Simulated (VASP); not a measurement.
# Pd (Im-3m) in VASP: a series of runs

Pd is run at these levels: PBEsol; tasks: relaxation of cell and atoms.

All numbers are computed with VASP 6.6.1; they aren't measurements. Logs are shortened: lines on timing, memory, paths and dates and some standing lists are left out, and cuts for length are marked.

## Step 1: The cell of the first run

The structure is cubic, space group Im-3m (No. 229). The conventional cell has a = 2.880 Å, b = 2.880 Å, c = 2.880 Å, α = 90.00°, β = 90.00°, γ = 90.00°. Pd (site symmetry m-3m) has 14 Pd at 2.49 to 2.88 Å within 3.3 Å.

## Step 2: Relaxation of cell and atoms, PBEsol, target pressure 69 GPa, at which the enthalpy is minimised

Contents of INCAR:

```
SYSTEM = Pd
PREC = Accurate ; ENCUT = 500
EDIFF = 1E-7 ; ISMEAR = -1
SIGMA = 0.08 ; LREAL = .False.
LASPH = .True. ; NELM = 120
ALGO = Normal ; ISIF = 3
LWAVE = .False. ; LCHARG = .False.
GGA = PS ; IBRION = 2
NSW = 60 ; EDIFFG = -0.005
PSTRESS = 690.0 ; GGA_COMPAT = .False.
NELMIN = 4
```

Contents of KPOINTS:

```
Automatic mesh
0
Gamma
  19 19 19
  0 0 0
```

Contents of POSCAR:

```
Pd
1.0
   -1.4399437275      1.4399437275      1.4399437275
    1.4399437275     -1.4399437275      1.4399437275
    1.4399437275      1.4399437275     -1.4399437275
Pd
1
Direct
    0.0000000000      0.0000000000      0.0000000000
```

Potentials or basis: VASP PAW PBE potentials, release 64 (Pd).

Run with:

```console
$ cat potpaw_PBE.64/Pd/POTCAR > POTCAR
$ mpirun -np 1 vasp_std > vasp.out
```

OUTCAR:

```text
SYSTEM = Pd
   PREC = Accurate
   ENCUT = 500
   EDIFF = 1E-7
   ISMEAR = -1
   LREAL = .False.
   LASPH = .True.
   NELM = 120
   ISIF = 3
   GGA = PS
   IBRION = 2
   NSW = 60
   EDIFFG = -0.005
   PSTRESS = 690.0
   NELMIN = 4

 ion  position               nearest neighbor table
   1  0.000  0.000  0.000-

  LATTYP: Found a body centered cubic cell.
 ALAT       =     2.8798874550

  Lattice vectors:

 A1 = (  -1.4399437275,   1.4399437275,   1.4399437275)
 A2 = (   1.4399437275,  -1.4399437275,   1.4399437275)
 A3 = (   1.4399437275,   1.4399437275,  -1.4399437275)

Analysis of symmetry for initial positions (statically):
=====================================================================
 Subroutine PRICEL returns:
 Original cell was already a primitive cell.

 Routine SETGRP: Setting up the symmetry group for a
 body centered cubic supercell.

 Subroutine GETGRP returns: Found 48 space group operations
[... 9 lines left out ...]

 Routine SETGRP: Setting up the symmetry group for a
 body centered cubic supercell.

 Subroutine GETGRP returns: Found 48 space group operations
[... 11 lines left out ...]
                                     Primitive cell

  volume of cell :      11.9425

  direct lattice vectors                    reciprocal lattice vectors
    -1.439943727  1.439943727  1.439943727     0.000000000  0.347235792  0.347235792
     1.439943727 -1.439943727  1.439943727     0.347235792  0.000000000  0.347235792
     1.439943727  1.439943727 -1.439943727     0.347235792  0.347235792  0.000000000

  length of vectors
     2.494055696  2.494055696  2.494055696     0.491065566  0.491065566  0.491065566

  position of ions in fractional coordinates (direct lattice)
     0.000000000  0.000000000  0.000000000

  ion indices of the primitive-cell ions
   primitive index   ion index
                 1           1

----------------------------------------------------------------------------------------

 KPOINTS: Automatic mesh

Automatic generation of k-mesh.
 Grid dimensions read from file:
 generate k-points for:   19   19   19

 Generating k-lattice:

  Cartesian coordinates                     Fractional coordinates (reciprocal lattice)
     0.000000000  0.018275568  0.018275568     0.052631579  0.000000000  0.000000000
     0.018275568  0.000000000  0.018275568     0.000000000  0.052631579  0.000000000
     0.018275568  0.018275568  0.000000000     0.000000000  0.000000000  0.052631579

  Length of vectors
     0.025845556  0.025845556  0.025845556

  Shift w.r.t. Gamma in fractional coordinates (k-lattice)
     0.000000000  0.000000000  0.000000000

 Subroutine IBZKPT returns following result:
 ===========================================

 Found    220 irreducible k-points:

 Following reciprocal coordinates:
            Coordinates               Weight
  0.000000  0.000000  0.000000      1.000000
  0.052632  0.000000  0.000000     12.000000
  0.105263  0.000000  0.000000     12.000000
  0.157895  0.000000  0.000000     12.000000
  0.210526  0.000000  0.000000     12.000000
  0.263158  0.000000  0.000000     12.000000
[... 16 lines left out ...]
  0.263158  0.105263  0.000000     48.000000
  0.315789  0.105263  0.000000     48.000000
 [... further k-points ...]
   k-points           NKPTS =    220   k-points in BZ     NKDIM =    220   number of bands    NBANDS=      9
   number of dos      NEDOS =    301   number of ions     NIONS =      1
   total plane-waves  NPLWV =   5832
   dimension x,y,z NGX =    18 NGY =   18 NGZ =   18
   dimension x,y,z NGXF=    36 NGYF=   36 NGZF=   36
   ions per type =               1
   NGX,Y,Z   is equivalent  to a cutoff of  12.00, 12.00, 12.00 a.u.
   NGXF,Y,Z  is equivalent  to a cutoff of  24.00, 24.00, 24.00 a.u.
 SYSTEM =  Pd
   PREC   = accura    normal or accurate (medium, high low for compatibility)
   ISTART =      0    job   : 0-new  1-cont  2-samecut
   ICHARG =      2    charge: 1-file 2-atom 10-const
   ISPIN  =      1    spin polarized calculation?
   LNONCOLLINEAR =      F non collinear calculations
   LSORBIT =      F    spin-orbit coupling
   LASPH  =      T    aspherical Exc in radial PAW
   ENCUT  =  500.0 eV  36.75 Ry    6.06 a.u.   4.55  4.55  4.55*2*pi/ulx,y,z
   NELM   =    120;   NELMIN=  4; NELMDL= -5     # of ELM steps
   EDIFF  = 0.1E-06   stopping-criterion for ELM
   LREAL  =      F    real-space projection
   EDIFFG = -.5E-02   stopping-criterion for IOM
   NSW    =     60    number of steps for IOM
   IBRION =      2    ionic relax: 0-MD 1-quasi-New 2-CG
   NFREE  =      1    steps in history (QN), initial steepest desc. (CG)
   ISIF   =      3    stress and relaxation
   ISYM   =      2    0-nonsym 1-usesym 2-fastsym
   POTIM  = 0.5000    time-step for ionic-motion
   TEBEG  =    0.0;   TEEND  =   0.0 temperature during run
   PSTRESS=  690.0 pullay stress
   NELECT =      10.0000    total number of electrons
   NUPDOWN=      -1.0000    fix difference up-down
   EMIN   =  10.00;   EMAX   =-10.00  energy-range for DOS
   EFERMI =   0.00;   METHOD = LEGACY
   ISMEAR =    -1;   SIGMA  =   0.08  broadening in eV -4-tet -1-fermi 0-gaus
   EFERMI_NEDOS =   21; number of points for ismear=-14 and -15
   IALGO  =     38    algorithm
   IMIX   =      4    mixing-type and parameters
     AMIX     =   0.40;   BMIX     =  1.00
     AMIX_MAG =   1.60;   BMIX_MAG =  1.00
  volume/ion in A,a.u.               =      11.94        80.59
  Fermi-wavevector in a.u.,A,eV,Ry     =   1.543036  2.915915 32.394917  2.380959
  Thomas-Fermi vector in A             =   2.648756
   LORBIT       =      0    0 simple, 1 ext, 2 COOP (PROOUT), +10 PAW based schemes
   GGA     = PS    functional components
   LHFCALC =     F    Hartree Fock is set to
   AEXX    =    0.0000 exact exchange contribution
   IVDW    =     0    specifies the selected vdW correction
   LEPSILON=     F    determine dielectric tensor
   LRPA    =     F    only Hartree local field effects (RPA)
 conjugate gradient relaxation of ions
 non-spin polarized calculation
  energy-cutoff  :      500.00
  volume of cell :       11.94
 maximum number of plane-waves:       321
   NGX =  9   NGY =  9   NGZ =  9

--------------------------------------- Ionic step        1  -------------------------------------------

 number of electron      10.0000000 magnetization

 number of electron       9.9999995 magnetization

 Free energy of the ion-electron system (eV)
  ---------------------------------------------------
  ext. energy  EPLUGINS =         0.00000000
  ---------------------------------------------------
  free energy    TOTEN  =        -5.43603825 eV

  energy without entropy =       -5.41463465  energy(sigma->0) =       -5.42533645

------------------------ aborting loop because EDIFF is reached ----------------------------------------

  FORCE on cell =-STRESS in cart. coord.  units (eV):
  Direction    XX          YY          ZZ          XY          YZ          ZX
  --------------------------------------------------------------------------------------
  -------------------------------------------------------------------------------------
  Total        5.2427871      5.2427871      5.2427871      0.0000000     -0.0000000      0.0000000
  in kB      703.3577089    703.3577089    703.3577089      0.0000000     -0.0000000      0.0000000
  external PRESSURE =      13.3577089 kB  Pullay stress =     690.0000000 kB

 VOLUME and BASIS-vectors are now :
 -----------------------------------------------------------------------------
  energy-cutoff  :      500.00
  volume of cell :       11.94
      direct lattice vectors                 reciprocal lattice vectors
    -1.439943727  1.439943727  1.439943727     0.000000000  0.347235792  0.347235792
     1.439943727 -1.439943727  1.439943727     0.347235792  0.000000000  0.347235792
     1.439943727  1.439943727 -1.439943727     0.347235792  0.347235792  0.000000000
[... 44 lines left out ...]
  FREE ENERGIE OF THE ION-ELECTRON SYSTEM (eV)
  ---------------------------------------------------
  free  energy   TOTEN  =        -5.5079183673 eV

  energy  without entropy=       -5.4861363500  energy(sigma->0) =       -5.49702736

  enthalpy is  TOTEN    =        -0.2902273900 eV   P V=        5.2176909773

--------------------------------------- Ionic step        3  -------------------------------------------

 number of electron       9.9999995 magnetization

 Free energy of the ion-electron system (eV)
  ---------------------------------------------------
  ext. energy  EPLUGINS =         0.00000000
  ---------------------------------------------------
  free energy    TOTEN  =        -5.44924635 eV

  energy without entropy =       -5.42777586  energy(sigma->0) =       -5.43851111

 E-fermi :  13.5683     XC(G=0): -14.7091

 val. band max:       13.5672377939   @ k =  -0.4211   0.4211   0.3684
 cond. band min:      13.5800001779   @ k =  -0.2632   0.3158   0.1053
 fundamental gap:      0.0127623840
 Fermi energy:        13.5682522064

 k-point     1 :       0.0000    0.0000    0.0000
  band No.  band energies     occupation
      1       4.6138      2.00000
      2       9.4763      2.00000
      3       9.4763      2.00000
      4       9.4763      2.00000
      5      12.2262      2.00000
      6      12.2262      2.00000
      7      33.1173      0.00000
      8      33.1173      0.00000
      9      33.1173      0.00000

 k-point     2 :       0.0526    0.0000    0.0000
  band No.  band energies     occupation
      1       4.7435      2.00000
      2       9.4231      2.00000
      3       9.4763      2.00000
      4       9.5806      2.00000
      5      12.1580      2.00000
      6      12.2297      2.00000
      7      33.1737      0.00000
      8      33.1883      0.00000
      9      33.3054      0.00000
[... 253 lines left out ...]
 k-point    24 :       0.3158    0.1053    0.0000
  band No.  band energies     occupation
      1       6.8827      2.00000
      2       8.1135      2.00000
      3      10.8540      2.00000
      4      11.9488      2.00000
      5      12.7764      1.99990
      6      14.7324      0.00000
      7      26.6487      0.00000
      8      29.9335      0.00000
      9      34.1311      0.00000

 [... further k-points ...]
[... 5 lines left out ...]
  --------------------------------------------------------------------------------------
  -------------------------------------------------------------------------------------
  Total        5.1568483      5.1568483      5.1568483      0.0000000     -0.0000000      0.0000000
  in kB      690.0729477    690.0729477    690.0729477      0.0000000     -0.0000000      0.0000000
  external PRESSURE =       0.0729477 kB  Pullay stress =     690.0000000 kB

 VOLUME and BASIS-vectors are now :
 -----------------------------------------------------------------------------
  energy-cutoff  :      500.00
  volume of cell :       11.97
      direct lattice vectors                 reciprocal lattice vectors
    -1.441163700  1.441163700  1.441163700     0.000000000  0.346941850  0.346941850
     1.441163700 -1.441163700  1.441163700     0.346941850  0.000000000  0.346941850
     1.441163700  1.441163700 -1.441163700     0.346941850  0.346941850  0.000000000

 POSITION                                       TOTAL-FORCE (eV/Angst)
 -----------------------------------------------------------------------------------
      0.00000      0.00000      0.00000         0.000000      0.000000      0.000000
 -----------------------------------------------------------------------------------
    total drift:                                0.000000      0.000000      0.000000

  FREE ENERGIE OF THE ION-ELECTRON SYSTEM (eV)
  ---------------------------------------------------
  free  energy   TOTEN  =        -5.4492463537 eV

  energy  without entropy=       -5.4277758626  energy(sigma->0) =       -5.43851111

  enthalpy is  TOTEN    =        -0.2929431915 eV   P V=        5.1563031622

 reached required accuracy - stopping structural energy minimisation
```

It took 28 s on 1 thread of Intel Xeon 6975P-C, shared host; peak memory 0.14 GiB.

What came out:

| Item | Value |
| --- | --- |
| Free energy | -5.4492 eV |
| Relaxed volume | 11.97 Å³/atom |
| Relaxed cell | a = 2.496 Å, b = 2.496 Å, c = 2.496 Å, α = 109.47°, β = 109.47°, γ = 109.47° |
| Space group after relaxing (to 0.05 Å) | Im-3m (No. 229) |
| Energy change on relaxing (the enthalpy is what falls) | -13.2 meV/atom |
| Ionic steps | 3 |
| Pressure after relaxing | 69.0 GPa |
| Band gap on the k mesh | zero (band 5 reaches 14.46 eV, above the bottom of band 6 at 12.09 eV) |

Step by step:
```csv
step,energy change (eV),largest force (eV/Å),pressure (GPa),volume (Å³)
1,0.0000,0.0000,70.34,11.94
2,-0.0719,0.0000,62.98,12.12
3,-0.0132,0.0000,69.01,11.97
```

Final structure:
```xyz
1
Lattice="-1.4412 1.4412 1.4412 1.4412 -1.4412 1.4412 1.4412 1.4412 -1.4412" Properties=species:S:1:pos:R:3 pbc="T T T"
Pd    0.0000    0.0000    0.0000
```

Levels at points of the mesh, in eV from the Fermi level:
```
           k point  band 1  band 2  band 3  band 4  band 5  band 6  band 7  band 8  band 9
(0.00, 0.00, 0.00)   -8.95   -4.09   -4.09   -4.09   -1.34   -1.34   19.55   19.55   19.55
```

Caveat: the cell is relaxed towards a set pressure, so the enthalpy falls and the energy may rise; the PAW data sets were made with another functional, which shifts forces and pressure a little.

## Step 3: Relaxation of cell and atoms, PBEsol, target pressure 69 GPa, at which the enthalpy is minimised

This run uses another cell than the first one, of 11.98 Å³/atom, 1.004 times its volume.

Contents of INCAR:

```
PREC = Accurate
ENCUT = 500
EDIFF = 1E-7
ISMEAR = -1
SIGMA = 0.08
LREAL = F
LASPH = T
NELM = 120
ALGO = Normal
ISIF = 3
LWAVE = F
LCHARG = F
GGA = PS
IBRION = 2
NSW = 32
EDIFFG = -0.005
PSTRESS = 690.0
GGA_COMPAT = F
NELMIN = 4
```

Contents of KPOINTS:

```
regular mesh
0
Gamma
  19 19 19
```

Contents of POSCAR:

```
Pd
1.0
   -1.4416452672      1.4416452672      1.4416452672
    1.4416452672     -1.4416452672      1.4416452672
    1.4416452672      1.4416452672     -1.4416452672
Pd
1
Direct
    0.0000000000      0.0000000000      0.0000000000
```

Potentials or basis: VASP PAW PBE potentials, release 64 (Pd).

Run with:

```console
$ cat potpaw_PBE.64/Pd/POTCAR > POTCAR
$ mpirun -np 1 vasp_std > vasp.out
```

Wall time 27 s (1 thread of Intel Xeon 6975P-C, shared host); peak memory 0.14 GiB.

Results (log left out):

- Free energy: -5.4491 eV
- Relaxed volume: 11.97 Å³/atom
- Relaxed cell: a = 2.496 Å, b = 2.496 Å, c = 2.496 Å, α = 109.47°, β = 109.47°, γ = 109.47°
- Space group after relaxing (to 0.05 Å): Im-3m (No. 229)
- Energy change on relaxing (the enthalpy is what falls): +5.3 meV/atom
- Ionic steps: 3
- Pressure after relaxing: 69.0 GPa
- Band gap on the k mesh: zero (band 5 reaches 14.46 eV, above the bottom of band 6 at 12.09 eV)

The path:
```
step  energy change (eV)  largest force (eV/Å)  pressure (GPa)  volume (Å³)
   1              0.0000                0.0000           68.47        11.98
   2              0.0297                0.0000           71.48        11.92
   3              0.0053                0.0000           69.01        11.97
```

Final structure:
```
CELL_PARAMETERS angstrom
-1.44115 1.44115 1.44115
1.44115 -1.44115 1.44115
1.44115 1.44115 -1.44115
ATOMIC_POSITIONS crystal
Pd 0.00000 0.00000 0.00000
```

Levels at points of the mesh, in eV from the Fermi level:
```tsv
k point	band 2	band 3	band 4	band 5	band 6	band 7	band 8	band 9
(0.00, 0.00, 0.00)	-4.09	-4.09	-4.09	-1.34	-1.34	19.55	19.55	19.55
```

Caveat: the cell is relaxed towards a set pressure, so the enthalpy falls and the energy may rise; the PAW data sets were made with another functional, which shifts forces and pressure a little.
